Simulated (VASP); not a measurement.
PbS, 2 atoms in the cell. The structure is orthorhombic, space group Amm2 (No. 38). Conventional cell: a = 3.790 Å, b = 4.091 Å, c = 7.070 Å, α = 90.00°, β = 90.00°, γ = 90.00°. Within 4.0 Å of Pb (site symmetry mm2) lie 6 S at 3.02 to 3.03 Å and 2 Pb at 3.79 Å. S (site symmetry mm2) has 6 Pb at 3.02 to 3.03 Å and 2 S at 3.79 Å within 4.0 Å. 

```yaml
Program: VASP 6.6.1
Task: single point
Functional: PBE
Potentials_or_basis: VASP PAW PBE potentials, release 64 (Pb_d, S)
Cutoff: 520 eV
k_mesh: 14 × 16 × 16
Occupations: gaussian, width 0.1 eV
Spin: no spin polarisation
Dipole_correction: no
Further_INCAR_settings: ALGO = Normal; EDIFF = 1e-06; NBANDS = 17
```

Potentials or basis: VASP PAW PBE potentials, release 64 (Pb_d, S).

Command:

```bash
$ cat potpaw_PBE.64/Pb_d/POTCAR potpaw_PBE.64/S/POTCAR > POTCAR
$ mpirun -np 1 vasp_std > vasp.out
```

Hardware: 1 thread of Intel(R) Xeon(R) Platinum 8488C (Sapphire Rapids), with other jobs on the host.

Problem. How long does it take, and how much memory?

Solution. It took 5.6 min on 1 thread of Intel(R) Xeon(R) Platinum 8488C (Sapphire Rapids), with other jobs on the host, peak memory 0.58 GiB. Counts: scf iterations 13, k points 584.
